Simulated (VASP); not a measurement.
Input of a VASP 6.6.1 run:

Contents of INCAR:

```
SYSTEM = Te6Mo3H
PREC = Accurate
ENCUT = 400
EDIFF = 1E-6
ISMEAR = 0
SIGMA = 0.05
LREAL = .False.
LASPH = .True.
NELM = 120
ALGO = Normal
ISIF = 2
LWAVE = .False.
LCHARG = .True.
GGA = PS
IVDW = 12
LELF = .True.
LVHAR = .True.
NBANDS = 50
GGA_COMPAT = .False.
```

KPOINTS

```
regular mesh
0
Gamma
  9 9 2
  0 0 0
```

Contents of POSCAR:

```
Te6Mo3H
1.0
    3.4334342720      0.0000000000      0.0000000000
   -1.7167171360      2.9734413017      0.0000000000
    0.0000000000      0.0000000000     20.7704294686
Te Mo H
6 3 1
Direct
    0.0000000000      0.0000000000      0.9125759363
    0.3333333333      0.6666666667      0.5917818730
    0.3333333333      0.6666666667      0.2333053354
    0.3333333333      0.6666666667      0.7666946646
    0.3333333333      0.6666666667      0.4082181270
    0.0000000000      0.0000000000      0.0874240637
    0.0000000000      0.0000000000      0.6791511892
    0.0000000000      0.0000000000      0.3208488108
    0.3333333333      0.6666666667      0.0000000000
   -0.1356431633      0.1405117517      0.5856769680
```

Potentials or basis: VASP PAW PBE potentials, release 64 (Te, Mo_sv, H).

The run is started by

```sh
$ cat potpaw_PBE.64/Te/POTCAR potpaw_PBE.64/Mo_sv/POTCAR potpaw_PBE.64/H/POTCAR > POTCAR
$ mpirun -np 1 vasp_std > vasp.out
```

Problem. What does it give for the largest force?

Solution. 1.561 eV/Å.

Problem. What does it give for the band gap on the k mesh?

Solution. Zero (an odd number of electrons rules out a gap without spin polarisation).

Problem. What does it give for the dispersion energy per atom?

Solution. -0.503 eV.

Forces on the atoms (eV/Å):
```
Te   0.012 -0.007 -0.042
Te  -0.635  0.507 -1.333
Te  -0.002  0.001 -0.038
Te  -0.022  0.014  0.263
Te   0.000  0.000  0.092
Te   0.002 -0.001  0.045
Mo   0.519 -0.304  1.203
Mo   0.000  0.000  0.010
Mo  -0.001  0.000  0.007
H    0.127 -0.209 -0.208
```

Caveat: the PAW data sets were made with another functional, which shifts forces and pressure a little; spin-orbit coupling is left out, which moves the levels of the heavy elements.
